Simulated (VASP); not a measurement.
# Al (I4/mmm) in VASP: further runs

Runs on Al. Level: LDA. Tasks: single point.

All numbers are computed with VASP 6.6.1; they aren't measurements. Logs are shortened: lines on timing, memory, paths and dates and some standing lists are left out, and cuts for length are marked.

## (1) The cell of the first run

The structure is tetragonal, space group I4/mmm (No. 139). Conventional cell: a = 3.036 Å, b = 3.036 Å, c = 3.799 Å, α = 90.00°, β = 90.00°, γ = 90.00°. Al (site symmetry 4/mmm) has 14 Al at 2.87 to 3.80 Å within 3.8 Å.

## (2) Single point, LDA (volume 17.515 Å^3 an atom, c/a of the conventional cell 1.2513)

INCAR

```
ALGO     = Fast           # electronic algorithm
EDIFF    = 1E-6           # SCF threshold, eV
ENCUT    = 520            # plane-wave cutoff, eV
GGA      = CA             # functional
ISIF     = 2              # what is computed and relaxed
ISMEAR   = 0              # smearing method
LASPH    = True           # aspherical terms in the spheres
LCHARG   = False          # write CHGCAR
LREAL    = False          # projectors in reciprocal space
LWAVE    = False          # write WAVECAR
NBANDS   = 8              # bands
NELM     = 100            # most SCF steps
PREC     = Accurate       # precision mode
SIGMA    = 0.15           # smearing width, eV
```

KPOINTS

```
k-points
0
Gamma
  22 22 22
```

POSCAR

```
Al
1.0
   -1.5182020328      1.5182020328      1.8997262036
    1.5182020328     -1.5182020328      1.8997262036
    1.5182020328      1.5182020328     -1.8997262036
Al
1
Direct
    0.0000000000      0.0000000000      0.0000000000
```

Potentials or basis: VASP PAW LDA potentials, release 64 (Al).

Started as:

```bash
$ cat potpaw_LDA.64/Al/POTCAR > POTCAR
$ mpirun -np 1 vasp_std > vasp.out
```

OUTCAR:

```text
EDIFF = 1E-6
   ENCUT = 520
   GGA = CA
   ISIF = 2
   ISMEAR = 0
   LASPH = True
   LREAL = False
   NELM = 100
   PREC = Accurate

 ion  position               nearest neighbor table
   1  0.000  0.000  0.000-

  LATTYP: Found a body centered tetragonal cell.
 ALAT       =     3.0364040656
 C/A-ratio  =     1.2513000000

  Lattice vectors:

 A1 = (  -1.5182020328,   1.5182020328,   1.8997262036)
 A2 = (   1.5182020328,  -1.5182020328,   1.8997262036)
 A3 = (   1.5182020328,   1.5182020328,  -1.8997262036)

Analysis of symmetry for initial positions (statically):
=====================================================================
 Subroutine PRICEL returns:
 Original cell was already a primitive cell.

 Routine SETGRP: Setting up the symmetry group for a
 body centered tetragonal supercell.

 Subroutine GETGRP returns: Found 16 space group operations
 (whereof 16 operations were pure point group operations)
 out of a pool of 16 trial point group operations.

The static configuration has the point symmetry D_4h.

Analysis of symmetry for dynamics (positions and initial velocities):
=====================================================================
 Subroutine PRICEL returns:
 Original cell was already a primitive cell.

 Routine SETGRP: Setting up the symmetry group for a
 body centered tetragonal supercell.

 Subroutine GETGRP returns: Found 16 space group operations
 (whereof 16 operations were pure point group operations)
 out of a pool of 16 trial point group operations.

The dynamic configuration has the point symmetry D_4h.

 Subroutine INISYM returns: Found 16 space group operations
 (whereof 16 operations are pure point group operations),
 and found     1 'primitive' translations

----------------------------------------------------------------------------------------

                                     Primitive cell

  volume of cell :      17.5150

  direct lattice vectors                    reciprocal lattice vectors
    -1.518202033  1.518202033  1.899726204     0.000000000  0.329336932  0.263195822
     1.518202033 -1.518202033  1.899726204     0.329336932  0.000000000  0.263195822
     1.518202033  1.518202033 -1.899726204     0.329336932  0.329336932  0.000000000

  length of vectors
     2.866850968  2.866850968  2.866850968     0.421586119  0.421586119  0.465752756

  position of ions in fractional coordinates (direct lattice)
     0.000000000  0.000000000  0.000000000

  ion indices of the primitive-cell ions
   primitive index   ion index
                 1           1

----------------------------------------------------------------------------------------

 KPOINTS: k-points

Automatic generation of k-mesh.
 Grid dimensions read from file:
 generate k-points for:   22   22   22

 Generating k-lattice:

  Cartesian coordinates                     Fractional coordinates (reciprocal lattice)
     0.000000000  0.014969861  0.011963446     0.045454545 -0.000000000  0.000000000
     0.014969861  0.000000000  0.011963446    -0.000000000  0.045454545  0.000000000
     0.014969861  0.014969861  0.000000000     0.000000000  0.000000000  0.045454545

  Length of vectors
     0.019163005  0.019163005  0.021170580

  Shift w.r.t. Gamma in fractional coordinates (k-lattice)
     0.000000000  0.000000000  0.000000000

 Subroutine IBZKPT returns following result:
 ===========================================

 Found    834 irreducible k-points:

 Following reciprocal coordinates:
            Coordinates               Weight
  0.000000  0.000000  0.000000      1.000000
  0.045455  0.000000  0.000000      8.000000
  0.090909  0.000000  0.000000      8.000000
  0.136364 -0.000000  0.000000      8.000000
  0.181818  0.000000 -0.000000      8.000000
  0.227273  0.000000  0.000000      8.000000
[... 16 lines left out ...]
  0.500000  0.045455  0.000000     16.000000
 -0.454545  0.045455  0.000000     16.000000
 [... further k-points ...]
   k-points           NKPTS =    834   k-points in BZ     NKDIM =    834   number of bands    NBANDS=      8
   number of dos      NEDOS =    301   number of ions     NIONS =      1
   total plane-waves  NPLWV =  13824
   dimension x,y,z NGX =    24 NGY =   24 NGZ =   24
   dimension x,y,z NGXF=    48 NGYF=   48 NGZF=   48
   ions per type =               1
   NGX,Y,Z   is equivalent  to a cutoff of  13.92, 13.92, 13.92 a.u.
   NGXF,Y,Z  is equivalent  to a cutoff of  27.83, 27.83, 27.83 a.u.
 SYSTEM =  unknown system
   PREC   = accura    normal or accurate (medium, high low for compatibility)
   ISTART =      0    job   : 0-new  1-cont  2-samecut
   ICHARG =      2    charge: 1-file 2-atom 10-const
   ISPIN  =      1    spin polarized calculation?
   LNONCOLLINEAR =      F non collinear calculations
   LSORBIT =      F    spin-orbit coupling
   LASPH  =      T    aspherical Exc in radial PAW
   ENCUT  =  520.0 eV  38.22 Ry    6.18 a.u.   5.33  5.33  5.33*2*pi/ulx,y,z
   NELM   =    100;   NELMIN=  2; NELMDL= -5     # of ELM steps
   EDIFF  = 0.1E-05   stopping-criterion for ELM
   LREAL  =      F    real-space projection
   EDIFFG = 0.1E-04   stopping-criterion for IOM
   NSW    =      0    number of steps for IOM
   IBRION =     -1    ionic relax: 0-MD 1-quasi-New 2-CG
   NFREE  =      0    steps in history (QN), initial steepest desc. (CG)
   ISIF   =      2    stress and relaxation
   ISYM   =      2    0-nonsym 1-usesym 2-fastsym
   POTIM  = 0.5000    time-step for ionic-motion
   TEBEG  =    0.0;   TEEND  =   0.0 temperature during run
   PSTRESS=    0.0 pullay stress
   NELECT =       3.0000    total number of electrons
   NUPDOWN=      -1.0000    fix difference up-down
   EMIN   =  10.00;   EMAX   =-10.00  energy-range for DOS
   EFERMI =   0.00;   METHOD = LEGACY
   ISMEAR =     0;   SIGMA  =   0.15  broadening in eV -4-tet -1-fermi 0-gaus
   EFERMI_NEDOS =   21; number of points for ismear=-14 and -15
   IALGO  =     68    algorithm
   IMIX   =      4    mixing-type and parameters
     AMIX     =   0.40;   BMIX     =  1.00
     AMIX_MAG =   1.60;   BMIX_MAG =  1.00
  volume/ion in A,a.u.               =      17.51       118.20
  Fermi-wavevector in a.u.,A,eV,Ry     =   0.909170  1.718083 11.246446  0.826590
  Thomas-Fermi vector in A             =   2.033183
   LORBIT       =      0    0 simple, 1 ext, 2 COOP (PROOUT), +10 PAW based schemes
   GGA     = CA    functional components
   LHFCALC =     F    Hartree Fock is set to
   AEXX    =    0.0000 exact exchange contribution
   IVDW    =     0    specifies the selected vdW correction
   LEPSILON=     F    determine dielectric tensor
   LRPA    =     F    only Hartree local field effects (RPA)
 non-spin polarized calculation
 RMM-DIIS sequential band-by-band and
 Gauss-broadening in eV      SIGMA  =   0.15
  energy-cutoff  :      520.00
  volume of cell :       17.51
 maximum number of plane-waves:       491
 NGX is ok and might be reduce to    24
   NGX = 11   NGY = 11   NGZ = 11

 number of electron       3.0000000 magnetization

 Free energy of the ion-electron system (eV)
  ---------------------------------------------------
  ext. energy  EPLUGINS =         0.00000000
  ---------------------------------------------------
  free energy    TOTEN  =        -4.13448417 eV

  energy without entropy =       -4.12923542  energy(sigma->0) =       -4.13185979

 E-fermi :   7.1491     XC(G=0): -10.1249

 val. band max:        7.1468002005   @ k =  -0.4545  -0.4545   0.2273
 cond. band min:       7.1500564292   @ k =  -0.3182   0.5000   0.3182
 fundamental gap:      0.0032562287
 Fermi energy:         7.1491128681

 k-point     1 :       0.0000    0.0000    0.0000
  band No.  band energies     occupation
      1      -3.5086      2.00000
      2      19.2215      0.00000
      3      19.2215      0.00000
      4      20.1705      0.00000
      5      20.4381      0.00000
      6      20.5179      0.00000
      7      20.5179      0.00000
      8      23.6040      0.00000

 k-point     2 :       0.0455    0.0000    0.0000
  band No.  band energies     occupation
      1      -3.4544      2.00000
      2      18.2437      0.00000
      3      18.9092      0.00000
      4      19.7448      0.00000
      5      20.6369      0.00000
      6      20.8730      0.00000
      7      21.1979      0.00000
      8      23.3874      0.00000

 k-point     3 :       0.0909    0.0000    0.0000
  band No.  band energies     occupation
      1      -3.2918      2.00000
      2      16.5905      0.00000
      3      18.3729      0.00000
      4      19.2412      0.00000
      5      21.2310      0.00000
      6      21.3963      0.00000
      7      21.4931      0.00000
      8      22.9931      0.00000

 k-point     4 :       0.1364   -0.0000    0.0000
  band No.  band energies     occupation
      1      -3.0212      2.00000
      2      14.8367      0.00000
      3      17.8579      0.00000
      4      18.8468      0.00000
      5      21.2530      0.00000
      6      21.3743      0.00000
      7      21.9859      0.00000
      8      23.2907      0.00000

 k-point     5 :       0.1818    0.0000   -0.0000
  band No.  band energies     occupation
      1      -2.6433      2.00000
      2      13.0949      0.00000
      3      17.4120      0.00000
      4      18.5340      0.00000
      5      20.5856      0.00000
      6      21.3309      0.00000
      7      22.2357      0.00000
      8      23.6972      0.00000

 k-point     6 :       0.2273    0.0000    0.0000
  band No.  band energies     occupation
      1      -2.1588      2.00000
      2      11.4031      0.00000
      3      17.0479      0.00000
      4      18.2961      0.00000
      5      19.8504      0.00000
      6      21.2879      0.00000
      7      21.7784      0.00000
      8      24.2868      0.00000

 k-point     7 :       0.2727    0.0000    0.0000
  band No.  band energies     occupation
      1      -1.5688      2.00000
      2       9.7789      0.00000
      3      16.7702      0.00000
      4      18.1315      0.00000
      5      19.1561      0.00000
      6      21.0265      0.00000
      7      21.4172      0.00000
      8      25.2018      0.00000
[... 133 lines left out ...]
 k-point    20 :       0.3636    0.0455    0.0000
  band No.  band energies     occupation
      1       0.3057      2.00000
      2       6.2651      2.00000
      3      15.4136      0.00000
      4      17.5595      0.00000
      5      18.5594      0.00000
      6      20.4408      0.00000
      7      22.5559      0.00000
      8      24.2775      0.00000

 k-point    21 :       0.4091    0.0455   -0.0000
  band No.  band energies     occupation
      1       1.2429      2.00000
      2       4.9246      2.00000
      3      15.4480      0.00000
      4      17.1646      0.00000
      5      18.5978      0.00000
      6      19.9574      0.00000
      7      22.7762      0.00000
      8      23.7288      0.00000

 k-point    22 :       0.4545    0.0455    0.0000
  band No.  band energies     occupation
      1       2.2790      2.00000
      2       3.6759      2.00000
      3      15.5734      0.00000
      4      16.8443      0.00000
      5      18.7356      0.00000
      6      19.5513      0.00000
      7      22.6328      0.00000
      8      23.7338      0.00000

 k-point    23 :       0.5000    0.0455    0.0000
  band No.  band energies     occupation
      1       2.5213      2.00000
      2       3.4124      2.00000
      3      15.7855      0.00000
      4      16.6143      0.00000
      5      18.9200      0.00000
      6      19.2689      0.00000
      7      22.2303      0.00000
      8      24.1927      0.00000

 k-point    24 :      -0.4545    0.0455    0.0000
  band No.  band energies     occupation
      1       1.4636      2.00000
      2       4.6400      2.00000
      3      16.0636      0.00000
      4      16.4983      0.00000
      5      18.8576      0.00000
      6      19.4007      0.00000
      7      21.8629      0.00000
      8      24.8119      0.00000

 [... further k-points ...]
[... 5 lines left out ...]
  --------------------------------------------------------------------------------------
  -------------------------------------------------------------------------------------
  Total       -0.8167726     -0.8167726     -0.3514067      0.0000000     -0.0000000      0.0000000
  in kB      -74.7139289    -74.7139289    -32.1447798      0.0000000     -0.0000000      0.0000000
  external PRESSURE =     -60.5242126 kB  Pullay stress =       0.0000000 kB

 VOLUME and BASIS-vectors are now :
 -----------------------------------------------------------------------------
  energy-cutoff  :      520.00
  volume of cell :       17.51
      direct lattice vectors                 reciprocal lattice vectors
    -1.518202033  1.518202033  1.899726204     0.000000000  0.329336932  0.263195822
     1.518202033 -1.518202033  1.899726204     0.329336932  0.000000000  0.263195822
     1.518202033  1.518202033 -1.899726204     0.329336932  0.329336932  0.000000000

 POSITION                                       TOTAL-FORCE (eV/Angst)
 -----------------------------------------------------------------------------------
      0.00000      0.00000      0.00000         0.000000      0.000000     -0.000000
 -----------------------------------------------------------------------------------
    total drift:                                0.000000      0.000000      0.000000

  FREE ENERGIE OF THE ION-ELECTRON SYSTEM (eV)
  ---------------------------------------------------
  free  energy   TOTEN  =        -4.1344841657 eV

  energy  without entropy=       -4.1292354217  energy(sigma->0) =       -4.13185979
```

Wall time 36 s (1 thread of Intel Xeon Platinum 8488C (Sapphire Rapids), shared host); peak memory 0.2 GiB.

What came out:

| Property | Result |
| --- | --- |
| Free energy | -4.1345 eV |
| Pressure | -6.1 GPa |

Levels at points of the mesh, in eV from the Fermi level:
```csv
k point,band 1,band 2,band 3,band 4,band 5
"(0.00, 0.00, 0.00)",-10.66,12.07,12.07,13.02,13.29
"(0.50, 0.00, 0.00)",-4.24,-4.22,9.37,9.98,11.09
"(0.50, 0.50, 0.00)",-3.23,-2.39,5.76,5.95,6.56
"(0.50, 0.50, 0.50)",-1.46,0.13,3.94,3.94,4.48
```

## (3) Single point, LDA (volume 17.515 Å^3 an atom, c/a of the conventional cell 1.0776)

INCAR

```
  PREC = Accurate
  ENCUT = 520
  EDIFF = 1E-6
  ISMEAR = 0
  SIGMA = 0.15
  LREAL = F
  LASPH = T
  NELM = 60
  ALGO = Fast
  ISIF = 2
  LWAVE = F
  LCHARG = F
  NBANDS = 8
```

KPOINTS

```
regular mesh
0
Gamma
  22 22 22
```

POSCAR

```
Al
1.0
   -1.5957475606      1.5957475606      1.7195775713
    1.5957475606     -1.5957475606      1.7195775713
    1.5957475606      1.5957475606     -1.7195775713
Al
1
Direct
    0.0000000000      0.0000000000      0.0000000000
```

Potentials or basis: VASP PAW LDA potentials, release 64 (Al).

Started as:

```bash
$ cat potpaw_LDA.64/Al/POTCAR > POTCAR
$ mpirun -np 1 vasp_std > vasp.out
```

It took 36 s on 1 thread of Intel Xeon Platinum 8488C (Sapphire Rapids), shared host; peak memory 0.2 GiB.

Results (log left out):

```yaml
Free_energy: -4.0798 eV
Pressure: -4.9 GPa
```

Stress tensor (GPa, compression positive):
```
-5.83  0.00  0.00
 0.00 -5.83  0.00
 0.00  0.00 -3.18
```

Levels at points of the mesh, in eV from the Fermi level:
| k point | band 1 | band 2 | band 3 | band 4 |
| --- | --- | --- | --- | --- |
| (0.00, 0.00, 0.00) | -10.68 | 12.40 | 12.40 | 13.23 |
| (0.50, 0.00, 0.00) | -4.15 | -4.01 | 8.09 | 8.68 |
| (0.50, 0.50, 0.00) | -3.81 | -3.36 | 6.82 | 7.24 |
| (0.50, 0.50, 0.50) | 0.53 | 2.31 | 2.43 | 2.43 |

## (4) Single point, LDA (volume 17.083 Å^3 an atom, c/a of the conventional cell 1.5658)

INCAR

```
SYSTEM = Al
  PREC = Accurate
  ENCUT = 520
  EDIFF = 1E-7
  ISMEAR = 0
  SIGMA = 0.15
  LREAL = .False.
  LASPH = .True.
  NELM = 80
  ALGO = Normal
  ISIF = 2
  LWAVE = .False.
  LCHARG = .False.
  NBANDS = 8
```

KPOINTS

```
regular mesh
0
Gamma
  22 22 22
  0 0 0
```

POSCAR

```
Al
1.0
   -1.3971915602      1.3971915602      2.1877225450
    1.3971915602     -1.3971915602      2.1877225450
    1.3971915602      1.3971915602     -2.1877225450
Al
1
Direct
    0.0000000000      0.0000000000      0.0000000000
```

Started as:

```bash
$ cat potpaw_LDA.64/Al/POTCAR > POTCAR
$ mpirun -np 1 vasp_std > vasp.out
```

It took 80 s on 1 thread of AMD EPYC 9R45 (Zen 5), shared host; peak memory 0.17 GiB.

Results (log left out):

| Property | Result |
| --- | --- |
| Free energy | -4.1558 eV |
| Pressure | -4.8 GPa |

Stress tensor (GPa, compression positive):
```
-3.38  0.00  0.00
 0.00 -3.38  0.00
 0.00  0.00 -7.53
```

Levels at points of the mesh, in eV from the Fermi level:
| k point | band 1 | band 2 | band 3 | band 4 | band 5 | band 6 |
| --- | --- | --- | --- | --- | --- | --- |
| (0.00, 0.00, 0.00) | -10.86 | 11.75 | 12.89 | 12.89 | 13.43 | 13.43 |
| (0.50, 0.00, 0.00) | -4.39 | -4.31 | 9.34 | 9.94 | 12.15 | 12.44 |
| (0.50, 0.50, 0.00) | -2.32 | -0.91 | 4.50 | 5.04 | 5.25 | 8.03 |
| (0.50, 0.50, 0.50) | -3.65 | -2.96 | 6.07 | 6.63 | 6.63 | 9.93 |

(Part 1 of 2 ends here.)
